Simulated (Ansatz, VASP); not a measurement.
# Al in VASP and in Ansatz

The input INCAR:

```
PREC = Accurate ; ENCUT = 520
EDIFF = 1E-6 ; ISMEAR = -1
SIGMA = 0.1 ; LREAL = False
LASPH = True ; NELM = 60
ALGO = Normal ; ISIF = 2
LWAVE = False ; LCHARG = False
GGA = RP ; NBANDS = 10
```

File KPOINTS:

```
Automatic mesh
0
Gamma
  18 18 12
```

POSCAR

```
Al
1.0
   -3.4488639371      3.0223268853      1.4329837394
    3.0223268853     -3.4488639371      1.4329837394
    2.5057254815      2.5057254815     -2.2141871311
Al
2
Direct
    0.9895291984      0.0104708016      0.0000000000
    0.7604708016      0.2395291984      0.5000000000
```

Input for Ansatz:

```yaml
crystal:
  lattice:
    - [-3.4488639371, 3.0223268853, 1.4329837394]
    - [3.0223268853, -3.4488639371, 1.4329837394]
    - [2.5057254815, 2.5057254815, -2.2141871311]
  atoms:
    - { symbol: Al, position: [0.9895291984, 0.0104708016, 0.0] }
    - { symbol: Al, position: [0.7604708016, 0.2395291984, 0.5] }
hamiltonian:
  xc: rpbe
  pseudopotentials:
    kind: paw
    azcp:
      Al: "pseudopotentials/Al.paw.azcp"
basis:
  ecutwfc: 420
  fft_grid_basis: typed
kpoints:
  mp_grid: { grid: [18, 18, 12], shift: [0, 0, 0] }
magnetization:
  spin_polarized: false
scf:
  occupations: { method: fermi_dirac, width: 0.1 }
  lower_state_search: "off"
output:
  stress: true
  write_density: true
  write_potential: true
  elf: true
  volumetric_format: npy
```

Alike in both runs: task single point; functional RPBE; k mesh 18 × 18 × 12; occupations fermi-dirac, width 0.1 eV; no spin polarisation.

|  | VASP | Ansatz |
| --- | --- | --- |
| version | VASP 6.6.1 | Ansatz 0.2.0 |
| potentials or method | VASP PAW PBE potentials, release 64 (Al), cutoff 520 eV | plane waves (420 eV) with PAW, scalar-relativistic |
| valence electrons in the cell | 6 | 6 |

|  | VASP | Ansatz | Ansatz less VASP |
| --- | --- | --- | --- |
| pressure (GPa) | -6.2 | -6.1 | +0.11 |
| traceless stress, the component that is largest in VASP (GPa) | 0.31 | 0.30 | -0.008 |

VASP's potentials were made for PBE, not for RPBE.
